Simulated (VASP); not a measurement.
# Be2Cu11Ni3 in VASP: a series of runs, part 2 of 2

VASP 6.6.1. The steps go on from the part before.

## (5) Single point, PBE

The input, INCAR:

```
SYSTEM = Be2Cu11Ni3
PREC = Accurate
ENCUT = 520
EDIFF = 1E-6
ISMEAR = -1
SIGMA = 0.131
LREAL = Auto
LASPH = .True.
NELM = 80
ALGO = Normal
ISIF = 2
LWAVE = .False.
LCHARG = .False.
GGA = PE
ISYM = 0
NBANDS = 92
```

The input, KPOINTS:

```
Automatic mesh
0
Gamma
  1 1 1
  0.25 0.25 0.25
```

The input, POSCAR:

```
Be2Cu11Ni3
1.0
    5.6151810000     -0.1125830000     -0.0418010000
   -0.1125830000      5.6341360000     -0.0260090000
   -0.0418010000     -0.0260090000      5.8223430000
Cu Ni Be
11 3 2
Direct
    0.8942648131      0.0788773635      0.7839893123
    0.1321417966      0.8057874171     -0.0408329801
    0.4121425670      0.0604175535      0.1917208195
    0.6423125653      0.3173588450      0.9583766353
    0.3576847825      0.0593339576      0.7021554379
    0.9286057866      0.5056849062      0.2333926409
    0.7285188088      0.7849207715      1.0105556851
    0.6912748943      0.2988924950      0.5154048597
    0.6655987758      0.7806361576      0.4778411818
    0.4360286677      0.5726869522      0.2157621853
    0.1965095416      0.2700649305      0.4247727099
    0.3644373149      0.5520100572      0.7410238582
    0.8883008596      0.0419343329      0.2741804346
    0.1472196389      0.8018958059      0.4497520047
    0.9671695080      0.5180722315      0.7256936242
    0.1810747227      0.2643627657     -0.0565634976
```

Potentials or basis: VASP PAW PBE potentials, release 64 (Cu, Ni, Be).

Command:

```
$ cat potpaw_PBE.64/Cu/POTCAR potpaw_PBE.64/Ni/POTCAR potpaw_PBE.64/Be/POTCAR > POTCAR
$ mpirun -np 1 vasp_std > vasp.out
```

OUTCAR:

```text
SYSTEM = Be2Cu11Ni3
   PREC = Accurate
   ENCUT = 520
   EDIFF = 1E-6
   ISMEAR = -1
   LREAL = Auto
   LASPH = .True.
   NELM = 80
   ISIF = 2
   GGA = PE
   ISYM = 0

 ion  position               nearest neighbor table
   1  0.894  0.079  0.784-  16 2.09   4 2.24   7 2.30   2 2.31   8 2.32  15 2.52   5 2.66   9 2.71
                            13 2.86  14 2.91
   2  0.132  0.806  0.959-  15 2.27   7 2.29   1 2.31  12 2.35   5 2.42   3 2.47   6 2.58  16 2.59
                            10 2.65  13 2.68  14 2.86
   3  0.412  0.060  0.192-  11 2.20  16 2.28   4 2.36   2 2.47  14 2.55   7 2.63  13 2.72   9 2.73
                             8 2.74  10 2.76
   4  0.642  0.317  0.958-   1 2.24   3 2.36  10 2.41  12 2.43   6 2.46  15 2.53   5 2.57   8 2.60
                             7 2.67  13 2.80
   5  0.358  0.059  0.702-  16 2.10  11 2.22  14 2.33   2 2.42   8 2.53   4 2.57   1 2.66   9 2.72
                            12 2.78  12 2.87
   6  0.929  0.506  0.233-  11 2.33   7 2.36  14 2.37   8 2.41   4 2.46   2 2.58   9 2.61  13 2.63

   7  0.729  0.785  0.011-  13 2.25   2 2.29   1 2.30  10 2.34   6 2.36   3 2.63   4 2.67   9 2.75
                            12 2.83
   8  0.691  0.299  0.515-  15 2.28   1 2.32  13 2.33   6 2.41   5 2.53   4 2.60  12 2.72   9 2.73
                             3 2.74  10 2.76
[... 176 lines left out ...]
      5       2.2646      2.00000
      6       2.3457      2.00000
[... 81 lines left out ...]
     88      11.8390      0.00000
     89      12.4804      0.00000
 [bands above 89 left out]

------------------------ aborting loop because EDIFF is reached ----------------------------------------

  FORCE on cell =-STRESS in cart. coord.  units (eV):
  Direction    XX          YY          ZZ          XY          YZ          ZX
  --------------------------------------------------------------------------------------
  -------------------------------------------------------------------------------------
  Total        8.1911364      6.9115979      7.2028406      1.3215030      1.6341025      3.8716483
  in kB       71.2808148     60.1460293     62.6804788     11.4999689     14.2202688     33.6918141
  external PRESSURE =      64.7024409 kB  Pullay stress =       0.0000000 kB

 VOLUME and BASIS-vectors are now :
 -----------------------------------------------------------------------------
  energy-cutoff  :      520.00
  volume of cell :      184.11
      direct lattice vectors                 reciprocal lattice vectors
     5.615181000 -0.112583000 -0.041801000     0.178169792  0.003566221  0.001295085
    -0.112583000  5.634136000 -0.026009000     0.003566221  0.177564544  0.000818802
    -0.041801000 -0.026009000  5.822343000     0.001295085  0.000818802  0.171765118

 POSITION                                       TOTAL-FORCE (eV/Angst)
 -----------------------------------------------------------------------------------
      4.97981      0.32334      4.52522         0.437767     -0.330143     -1.907181
      0.61119      4.50009      5.55812         1.172271     -0.364170      1.047807
      2.29944      0.28901      1.09746         0.992855     -1.261937     -0.335449
      3.53091      1.69080      5.54489        -0.038112      0.712105      0.086453
      1.97243      0.27576      4.07170         2.065800     -0.911466      0.939410
      5.14760      2.73848      1.30692         0.016453      0.005333     -0.456617
[... 8 lines left out ...]
      5.34217      2.79113      4.17133        -0.125774     -0.005164     -0.509308
      0.94757      1.44453      5.47857         0.136469      1.167833      1.422225
 -----------------------------------------------------------------------------------
    total drift:                               -0.002152      0.001133     -0.000750

  FREE ENERGIE OF THE ION-ELECTRON SYSTEM (eV)
  ---------------------------------------------------
  free  energy   TOTEN  =       -61.7058938663 eV

  energy  without entropy=      -61.3875375596  energy(sigma->0) =      -61.54671571
```

OSZICAR:

```text
N       E                     dE             d eps       ncg     rms          rms(c)
DAV:   1     0.152816012210E+04    0.15282E+04   -0.63316E+04   184   0.278E+03
DAV:   2     0.176075292489E+03   -0.13521E+04   -0.13144E+04   184   0.568E+02
DAV:   3    -0.646371234475E+02   -0.24071E+03   -0.22101E+03   184   0.266E+02
[... 14 lines left out ...]
DAV:  18    -0.617059139912E+02    0.15057E-04   -0.10123E-03   224   0.393E-01    0.406E-02
DAV:  19    -0.617059045958E+02    0.93953E-05   -0.96359E-05   224   0.204E-01    0.272E-02
DAV:  20    -0.617058978311E+02    0.67647E-05   -0.35531E-05   280   0.738E-02    0.171E-02
DAV:  21    -0.617058936896E+02    0.41415E-05   -0.13601E-05   224   0.709E-02    0.549E-03
DAV:  22    -0.617058938663E+02   -0.17674E-06   -0.74355E-06   168   0.406E-02
   1 F= -.61705894E+02 E0= -.61546716E+02  d E =-.318356E+00
```

stdout:

```text
POSCAR found type information on POSCAR CuNiBe
 POSCAR found :  3 types and      16 ions
 scaLAPACK will be used
 LDA part: xc-table for (Slater+PW92), standard interpolation
 POSCAR, INCAR and KPOINTS ok, starting setup
 FFT: planning ... GRIDC
 FFT: planning ... GRID_SOFT
 FFT: planning ... GRID
 WAVECAR not read
 entering main loop
```

It took 76 s on 1 thread of Intel Xeon Platinum 8259CL at 2.50GHz (Skylake/Cascade Lake), shared host; peak memory 0.28 GiB.

Results:

* Free energy: -61.7059 eV
* Pressure: 6.5 GPa
* Largest force: 2.785 eV/Å

Forces on the atoms (eV/Å):
```
Cu   0.438 -0.330 -1.907
Cu   1.172 -0.364  1.048
Cu   0.993 -1.262 -0.335
Cu  -0.038  0.712  0.086
Cu   2.066 -0.911  0.939
Cu   0.016  0.005 -0.457
Cu  -2.306 -0.756 -1.365
Cu  -1.319  0.657 -0.264
Cu  -0.003 -0.058  1.609
Cu  -1.389 -0.837 -0.300
Cu  -0.685  1.818  1.348
Ni   0.363 -0.422 -0.233
Ni   0.208  1.327 -2.037
Ni   0.474 -0.741  0.956
Be  -0.126 -0.005 -0.509
Be   0.136  1.168  1.422
```

Stress tensor (GPa, compression positive):
```
7.13 1.15 3.37
1.15 6.01 1.42
3.37 1.42 6.27
```

Caveat: the k points lie up to 1.12 Å⁻¹ apart. Spin polarisation is off, so any magnetic state and its effect on volume and gap are missing.

## (6) Single point, PBE

The input, INCAR:

```
ALGO = Normal
EDIFF = 1E-6
ENCUT = 520
GGA = PE
ISIF = 2
ISMEAR = -1
ISYM = 0
LASPH = T
LCHARG = F
LREAL = Auto
LWAVE = F
NBANDS = 92
NELM = 100
PREC = Accurate
SIGMA = 0.131
```

KPOINTS is that of step 5.

The input, POSCAR:

```
Be2Cu11Ni3
1.0
    5.6151810000     -0.1125830000     -0.0418010000
   -0.1125830000      5.6341360000     -0.0260090000
   -0.0418010000     -0.0260090000      5.8223430000
Cu Ni Be
11 3 2
Direct
    0.9009398792      0.0913553393      0.7395859792
    0.1345549656      0.7631346443     -0.0746752809
    0.4114280680      0.0460005587      0.1920334362
    0.6120154584      0.3159659995      0.9312498109
    0.3757388213      0.0167149293      0.7259556843
    0.9120478886      0.5284207378      0.1856362995
    0.6724061131      0.7763042806      0.9299625848
    0.6404793879      0.2786324569      0.4614581502
    0.6349820991      0.7852642449      0.4825007432
    0.3945007329      0.5300102174      0.1723853371
    0.1439201925      0.2874846999      0.4906351614
    0.3530722450      0.5579319989      0.6976365058
    0.9198238167      0.0649360298      0.1869698293
    0.1418693526      0.8176045287      0.4698385782
    0.8978435984      0.5132544235      0.7015763232
    0.1798510024      0.3121365333     -0.0662265499
```

Potentials or basis: VASP PAW PBE potentials, release 64 (Cu, Ni, Be).

Command:

```
$ cat potpaw_PBE.64/Cu/POTCAR potpaw_PBE.64/Ni/POTCAR potpaw_PBE.64/Be/POTCAR > POTCAR
$ mpirun -np 1 vasp_std > vasp.out
```

Wall time 76 s (1 thread of Intel Xeon Platinum 8259CL at 2.50GHz (Skylake/Cascade Lake), shared host); peak memory 0.28 GiB.

Results (log left out):

```yaml
Free_energy: -63.3819 eV
Pressure: 2.0 GPa
Largest_force: 2.315 eV/Å
```

Forces on the atoms (eV/Å):
```
Cu  -0.385 -1.016  0.135
Cu  -1.350  0.977  1.607
Cu  -0.739 -0.523 -0.178
Cu   1.064 -0.213 -0.362
Cu   1.166  1.234  0.246
Cu  -0.189 -0.285  0.866
Cu  -0.105  0.112  0.280
Cu   0.154  0.587  0.133
Cu   1.003  0.077 -0.837
Cu  -0.452  0.951  1.936
Cu   0.104 -0.078 -1.882
Ni   1.696 -0.804 -0.040
Ni  -0.114 -0.134 -0.404
Ni  -1.568 -0.772 -1.367
Be   0.328  0.225 -0.263
Be  -0.613 -0.340  0.131
```

Stress tensor (GPa, compression positive):
```
1.12 3.43 1.51
3.43 0.98 2.65
1.51 2.65 4.00
```

Levels at points of the mesh, in eV from the Fermi level:
```tsv
k point	band 73	band 74	band 75	band 76	band 77	band 78	band 79	band 80	band 81	band 82
(0.25, 0.25, 0.25)	-1.10	-0.99	-0.88	-0.63	-0.57	0.03	0.38	0.51	0.86	1.10
```

Caveat: the k points lie up to 1.12 Å⁻¹ apart.
